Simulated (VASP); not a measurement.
Slab: As, a slab with vacuum.

```
CELL_PARAMETERS angstrom
4.80734 0.00000 0.00000
0.00000 3.63390 0.00000
0.00000 0.00000 28.27037
ATOMIC_POSITIONS crystal
As 0.07604 0.00000 0.37773
As 0.42396 0.50000 0.37773
As 0.57604 0.50000 0.29435
As 0.92396 0.00000 0.29435
```

Program: VASP 6.6.1. Alike in all runs: task single point; potentials or basis VASP PAW PBE potentials, release 64 (As); no spin polarisation; cell as given; cutoff (eV) 520; smearing gaussian 0.01 eV.

Task: Order these runs on this cell by their band gap on the k mesh, lowest first.
A. level PBE; k mesh 4 × 6 × 1
B. level r2SCAN; k mesh 4 × 6 × 1
C. level HSE06; k mesh 4 × 4 × 1; grid for exact exchange (PRECFOCK) Normal; screening parameter 0.2079 1/Å

Result: A (0.91 eV), B (1.13 eV), C (1.51 eV).

Caveats: some runs use coarse meshes.

A k mesh can miss the band edges.
